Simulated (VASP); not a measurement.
# SrBe (P-6m2) in VASP: notebook, part 2 of 2

VASP 6.6.1. The steps go on from the part before.

## 3. Relaxation of cell and atoms, PBE

This run uses another cell than the first one, of 32.40 Å³/atom, 1.040 times its volume.

Input file INCAR:

```
PREC = Accurate ; ENCUT = 600
EDIFF = 1E-6 ; ISMEAR = 0
SIGMA = 0.1 ; LREAL = F
LASPH = T ; NELM = 100
ALGO = Normal ; ISIF = 3
LWAVE = F ; LCHARG = F
GGA = PE ; IBRION = 2
NSW = 100 ; EDIFFG = -0.01
```

Input file KPOINTS:

```
regular mesh
0
Gamma
  18 18 12
```

Input file POSCAR:

```
SrBe
1.0
    3.8689833000      0.0000000000      0.0000000000
   -1.9344916500      3.3506378200      0.0000000000
    0.0000000000      0.0000000000      4.9981255100
Sr Be
1 1
Direct
    0.0000000000      0.0000000000      0.0000000000
    0.3333333300      0.6666666700      0.5000000000
```

Potentials or basis: VASP PAW PBE potentials, release 64 (Sr_sv, Be).

Run with:

```
$ cat potpaw_PBE.64/Sr_sv/POTCAR potpaw_PBE.64/Be/POTCAR > POTCAR
$ mpirun -np 1 vasp_std > vasp.out
```

OUTCAR:

```text
PREC = Accurate
   ENCUT = 600
   EDIFF = 1E-6
   ISMEAR = 0
   LREAL = F
   LASPH = T
   NELM = 100
   ISIF = 3
   GGA = PE
   IBRION = 2
   NSW = 100
   EDIFFG = -0.01

 ion  position               nearest neighbor table
   1  0.000  0.000  0.000-   2 3.35   2 3.35   2 3.35   2 3.35   2 3.35   2 3.35
   2  0.333  0.667  0.500-   1 3.35   1 3.35   1 3.35   1 3.35   1 3.35   1 3.35

  LATTYP: Found a hexagonal cell.
 ALAT       =     3.8689833000
 C/A-ratio  =     1.2918446844

  Lattice vectors:

 A1 = (   3.8689833000,   0.0000000000,   0.0000000000)
 A2 = (  -1.9344916500,   3.3506378200,   0.0000000000)
 A3 = (   0.0000000000,   0.0000000000,   4.9981255100)

Analysis of symmetry for initial positions (statically):
[... 368 lines left out ...]

 val. band max:        1.6962656959   @ k =   0.3333   0.2778   0.2500
 cond. band min:       1.7004533744   @ k =   0.2778   0.2222   0.3333
 fundamental gap:      0.0041876786
 Fermi energy:         1.6998177559

 k-point     1 :       0.0000    0.0000    0.0000
  band No.  band energies     occupation
      1     -33.8572      2.00000
      2     -15.8281      2.00000
      3     -15.7946      2.00000
      4     -15.7946      2.00000
      5      -3.1607      2.00000
      6       2.9657      0.00000
      7       3.2673      0.00000
      8       3.2673      0.00000
      9       4.2995      0.00000
     10       7.0480      0.00000
[... 287 lines left out ...]
 k-point    24 :       0.3889    0.1111    0.0000
  band No.  band energies     occupation
      1     -33.8450      2.00000
      2     -15.9791      2.00000
      3     -15.8539      2.00000
      4     -15.8022      2.00000
      5      -1.1791      2.00000
      6       0.3775      2.00000
      7       2.5978      0.00000
      8       3.3300      0.00000
      9       4.2943      0.00000
     10       6.2046      0.00000

 [... further k-points ...]
[... 5 lines left out ...]
  --------------------------------------------------------------------------------------
  -------------------------------------------------------------------------------------
  Total        0.0112784      0.0112784      0.0085206      0.0000000      0.0000000     -0.0000000
  in kB        0.2899304      0.2899304      0.2190367      0.0000000      0.0000000     -0.0000000
  external PRESSURE =       0.2662992 kB  Pullay stress =       0.0000000 kB
[... 17 lines left out ...]
  FREE ENERGIE OF THE ION-ELECTRON SYSTEM (eV)
  ---------------------------------------------------
  free  energy   TOTEN  =        -3.8444881773 eV

  energy  without entropy=       -3.8364458199  energy(sigma->0) =       -3.84046700

 reached required accuracy - stopping structural energy minimisation
```

OSZICAR:

```text
N       E                     dE             d eps       ncg     rms          rms(c)
DAV:   1     0.485875314665E+02    0.48588E+02   -0.59063E+03  5180   0.115E+03
DAV:   2    -0.772556139535E+00   -0.49360E+02   -0.48338E+02  5646   0.190E+02
DAV:   3    -0.347900650108E+01   -0.27065E+01   -0.26760E+01  7898   0.392E+01
[... 96 lines left out ...]
DAV:   2    -0.384460895510E+01    0.28827E-03   -0.75202E-04  6196   0.241E-01    0.635E-02
DAV:   3    -0.384448392900E+01    0.12503E-03   -0.44176E-04  8110   0.150E-01    0.562E-02
DAV:   4    -0.384448827945E+01   -0.43505E-05   -0.29945E-05  6254   0.413E-02    0.249E-02
DAV:   5    -0.384448857765E+01   -0.29819E-06   -0.16996E-05  9314   0.268E-02    0.905E-03
DAV:   6    -0.384448817733E+01    0.40032E-06   -0.45646E-07  3304   0.641E-03
  10 F= -.38444882E+01 E0= -.38404670E+01  d E =-.522523E-04
```

Wall time 29 min (1 thread of AMD EPYC 7R43 (Zen 3), shared host); peak memory 0.37 GiB.

Results:

| Item | Value |
| --- | --- |
| Free energy | -3.8445 eV |
| Relaxed volume | 31.16 Å³/atom |
| Relaxed cell | a = 4.210 Å, b = 4.210 Å, c = 4.060 Å, α = 90.00°, β = 90.00°, γ = 120.00° |
| Space group after relaxing (to 0.05 Å) | P-6m2 (No. 187) |
| Energy gained by relaxing | 121.5 meV/atom |
| Ionic steps | 10 |
| Pressure after relaxing | 0.0 GPa |
| Band gap on the k mesh | zero (band 6 reaches 2.97 eV, above the bottom of band 7 at 1.14 eV) |

Step by step:
| step | energy change (eV) | largest force (eV/Å) | pressure (GPa) | volume (Å³) |
| --- | --- | --- | --- | --- |
| 1 | 0.0000 | 0.0000 | -1.22 | 64.79 |
| 2 | -0.0936 | 0.0000 | -0.43 | 62.43 |
| 3 | -0.1670 | 0.0000 | 0.98 | 59.30 |
| 4 | -0.1030 | 0.0000 | 5.18 | 52.64 |
| 5 | -0.1830 | 0.0000 | 2.15 | 57.16 |
| 6 | -0.2346 | 0.0000 | 0.78 | 60.27 |
| 7 | -0.2428 | 0.0000 | -0.01 | 62.48 |
| 8 | -0.2429 | 0.0000 | 0.04 | 62.31 |
| 9 | -0.2429 | 0.0000 | 0.08 | 62.21 |
| 10 | -0.2429 | 0.0000 | 0.03 | 62.33 |

Final structure:
```
Sr Be
1.0
     4.21036    0.00000    0.00000
    -2.10518    3.64628    0.00000
     0.00000    0.00000    4.05972
Sr Be
1 1
Direct
  0.00000 0.00000 0.00000
  0.33333 0.66667 0.50000
```

Levels at points of the mesh, in eV from the Fermi level:
```tsv
k point	band 4	band 5	band 6	band 7	band 8	band 9
(0.00, 0.00, 0.00)	-17.49	-4.86	1.27	1.57	1.57	2.60
(0.50, 0.00, 0.00)	-17.50	-2.81	-1.55	1.40	1.59	2.16
(0.00, 0.00, 0.50)	-17.48	-2.84	-2.17	2.28	2.28	3.33
(0.50, 0.00, 0.50)	-17.52	-2.35	-0.53	-0.09	1.00	1.96
```

## 4. Single point, PBE

This run uses another cell than the first one, of 32.40 Å³/atom, 1.040 times its volume.

Input file INCAR:

```
SYSTEM = SrBe
ALGO = Normal
EDIFF = 1E-6
ENCUT = 520
GGA = PE
ISIF = 2
ISMEAR = 0
LASPH = .True.
LCHARG = .False.
LREAL = .False.
LWAVE = .False.
NBANDS = 13
NELM = 100
PREC = Accurate
SIGMA = 0.1
```

Input file KPOINTS:

```
k-points
0
Gamma
  6 6 4
  0 0 0
```

POSCAR is that of step 3.

Run with:

```
$ cat potpaw_PBE.64/Sr_sv/POTCAR potpaw_PBE.64/Be/POTCAR > POTCAR
$ mpirun -np 1 vasp_std > vasp.out
```

It took 31 s on 1 thread of AMD EPYC 7R43 (Zen 3), shared host; peak memory 0.14 GiB.

It converged, with:

```
Free energy            : -3.6239 eV
Pressure               : -1.4 GPa
Band gap on the k mesh : zero (band 6 reaches 2.17 eV, above the bottom of band 7 at 1.23 eV)
```

Stress tensor (GPa, compression positive):
```
 0.90  0.00  0.00
 0.00  0.90  0.00
 0.00  0.00 -5.91
```

Levels at points of the mesh, in eV from the Fermi level:
| k point | band 3 | band 4 | band 5 | band 6 | band 7 | band 8 | band 9 | band 10 |
| --- | --- | --- | --- | --- | --- | --- | --- | --- |
| (0.00, 0.00, 0.00) | -17.72 | -17.72 | -4.82 | 0.08 | 0.72 | 2.61 | 2.61 | 5.22 |
| (0.50, 0.00, 0.00) | -17.81 | -17.78 | -2.23 | -1.27 | 0.26 | 1.13 | 3.21 | 4.39 |
| (0.00, 0.00, 0.50) | -17.71 | -17.71 | -3.56 | -2.75 | 2.79 | 3.17 | 3.17 | 3.72 |
| (0.50, 0.00, 0.50) | -17.81 | -17.80 | -2.18 | -0.53 | -0.42 | 1.31 | 2.13 | 4.17 |

## 5. Summary

```csv
task,cell,k mesh,cutoff (eV),gap on the mesh (eV),pressure (GPa)
single point,"a = 4.211, b = 4.211, c = 4.056 Å, angles 90.0, 90.0, 120.0°, 2 atoms",18 × 18 × 12,520,none,0.0
relaxation of cell and atoms,"relaxed from a = 3.869, b = 3.869, c = 4.998 Å, angles 90.0, 90.0, 120.0°, 2 atoms",18 × 18 × 12,600,none,0.0
single point,"a = 3.869, b = 3.869, c = 4.998 Å, angles 90.0, 90.0, 120.0°, 2 atoms",6 × 6 × 4,520,none,-1.4
```

Alike in all rows: level PBE; potentials or basis VASP PAW PBE potentials, release 64 (Sr_sv, Be); no spin polarisation; smearing gaussian 0.1 eV.

Total energies depend on the potentials used, so only differences within one code and one set of settings carry meaning.
